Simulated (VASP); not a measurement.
LiBe: single point with PBE

Crystal: LiBe.

```
Li Be
1.0
     3.25913    0.00000    0.00000
    -1.62956    2.82249    0.00000
     0.00000    0.00000    5.21938
Li Be
2 2
Direct
  0.33333 0.66667 0.00000
  0.66667 0.33333 0.50000
  0.33333 0.66667 0.38210
  0.66667 0.33333 0.88210
```

* Program: VASP 6.6.1
* Task: single point
* Functional: PBE
* Potentials or basis: VASP PAW PBE potentials, release 64 (Li_sv, Be)
* Cutoff: 520 eV
* k mesh: 6 × 6 × 4
* Occupations: gaussian, width 0.1 eV
* Spin: no spin polarisation
* Dipole correction: no
* Further INCAR settings: ALGO = Fast; EDIFF = 1e-06; NBANDS = 13

| Quantity | Value |
| --- | --- |
| Largest force | 0.103 eV/Å |
| Band gap on the k mesh | zero (bands 5 and 6 overlap by 3.78 eV) |

Forces in eV/Å, atoms in the order of the input:
```
Li   0.000  0.000 -0.103
Li   0.000  0.000 -0.103
Be   0.000  0.000  0.103
Be   0.000  0.000  0.103
```

Levels at points of the mesh, in eV from the Fermi level:
```tsv
k point	band 1	band 2	band 3	band 4	band 5	band 6	band 7	band 8	band 9	band 10
(0.00, 0.00, 0.00)	-46.33	-46.32	-6.56	-3.68	-1.52	4.13	4.13	6.16	6.16	6.40
(0.50, 0.00, 0.00)	-46.32	-46.32	-3.76	-2.99	-0.32	0.23	1.52	1.68	1.71	4.45
(0.00, 0.00, 0.50)	-46.33	-46.33	-5.65	-5.65	2.28	2.28	5.02	5.02	5.02	5.02
(0.50, 0.00, 0.50)	-46.32	-46.32	-3.02	-3.02	-1.45	-1.45	2.62	2.62	3.59	3.59
```

Run time: 16 s on 1 thread of Intel(R) Xeon(R) Platinum 8488C (Sapphire Rapids), with other jobs on the host, peak memory 0.14 GiB.

Caveat: the k points lie up to 0.37 Å⁻¹ apart, too coarse for converged energies and pressures of a metal.
